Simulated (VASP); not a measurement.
Crystal: GaN.

```
Ga N
1.0
     0.00000    2.13524    2.13524
     2.13524    0.00000    2.13524
     2.13524    2.13524    0.00000
Ga N
1 1
Cartesian
  0.0000 0.0000 0.0000
  2.1352 2.1352 2.1352
```

```yaml
Program: VASP 6.6.1
Task: relaxation of cell and atoms
Functional: RPBE
Dispersion: D3(BJ)
Potentials_or_basis: VASP PAW PBE potentials, release 64 (Ga_d, N)
Cutoff: 600 eV
k_mesh: 11 × 11 × 11
Occupations: fermi-dirac, width 0.05 eV
Spin: no spin polarisation
```

At the start: pressure -20.5 GPa; volume 9.74 Å³/atom.

Task: How do energy, volume and symmetry change on relaxing?

Result: Over 6 steps the energy falls by 59.8 meV/atom and the volume is 8.88 Å³/atom (-8.8 %); space group Fm-3m (No. 225, to 0.1 Å) before and after.

The path:
| step | energy change (eV) | largest force (eV/Å) | pressure (GPa) | volume (Å³) |
| --- | --- | --- | --- | --- |
| 1 | 0.0000 | 0.0000 | -20.51 | 19.47 |
| 2 | 0.0243 | 0.0000 | 31.38 | 16.17 |
| 3 | -0.1195 | 0.0000 | -0.79 | 17.79 |
| 4 | -0.1195 | 0.0000 | 0.23 | 17.74 |
| 5 | -0.1195 | 0.0000 | -0.23 | 17.77 |
| 6 | -0.1195 | 0.0000 | 0.03 | 17.76 |

Final structure:
```
Ga N
1.0
     0.00000    2.07062    2.07062
     2.07062    0.00000    2.07062
     2.07062    2.07062    0.00000
Ga N
1 1
Direct
  0.00000 0.00000 0.00000
  0.50000 0.50000 0.50000
```

Caveat: the PAW data sets were made with another functional, which shifts forces and pressure a little.
